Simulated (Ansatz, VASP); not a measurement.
One calculation of Ca, two programs

The input INCAR:

```
PREC = Accurate
ENCUT = 600
EDIFF = 1E-7
ISMEAR = 1
SIGMA = 0.005
LREAL = False
LASPH = True
NELM = 60
ALGO = Normal
ISIF = 3
LWAVE = False
LCHARG = False
IBRION = 2
NSW = 100
EDIFFG = -0.002
```

KPOINTS

```
regular mesh
0
Gamma
  10 10 6
```

POSCAR

```
Ca
1.0
    3.9800000000      0.0000000000      0.0000000000
   -1.9900000000      3.4467811071      0.0000000000
    0.0000000000      0.0000000000      6.5200000000
Ca
2
Direct
    0.3333333333      0.6666666667      0.2500000000
    0.6666666667      0.3333333333      0.7500000000
```

Input for Ansatz:

```yaml
crystal:
  lattice:
    - [3.98000000002, 0.0, 0.0]
    - [-1.99000000001, 3.44678110708, 0.0]
    - [0.0, 0.0, 6.52]
  atoms:
    - { symbol: Ca, position: [0.333333333333, 0.666666666667, 0.25] }
    - { symbol: Ca, position: [0.666666666667, 0.333333333333, 0.75] }
kpoints:
  mp_grid: { grid: [10, 10, 6] }
scf:
  occupations: { method: cold, width: 0.005 }
  eigensolver: { kind: davidson }
hamiltonian:
  xc: lda
  pseudopotentials: { kind: paw }
relax:
  f_tol: 0.002
  max_steps: 80
  cell: {}
output:
  forces: true
  stress: true
basis:
  precision: f64
```

Alike in both runs: task relaxation of cell and atoms; functional LDA; k mesh 10 × 10 × 6; no spin polarisation.

|  | VASP | Ansatz |
| --- | --- | --- |
| version | VASP 6.6.1 | Ansatz 0.2.0 |
| potentials or method | VASP PAW LDA potentials, release 64 (Ca_sv) | PAW with Ansatz's default frozen-core files, scalar-relativistic |
| plane-wave cutoff (eV) | 600 | 420 |
| occupations | methfessel-paxton of order 1, width 0.005 eV | cold, width 0.005 eV |
| valence electrons in the cell | 20 | 20 |

```tsv
	VASP	Ansatz	Ansatz less VASP
relaxed volume (Å³/atom)	38.26	38.19	-0.078
relaxed length of the cell vector where the two differ most in proportion (Å)	3.746	3.743	-0.0027
```

LDA's correlation is that of Perdew and Zunger in VASP and of Perdew and Wang (1992) in Ansatz.
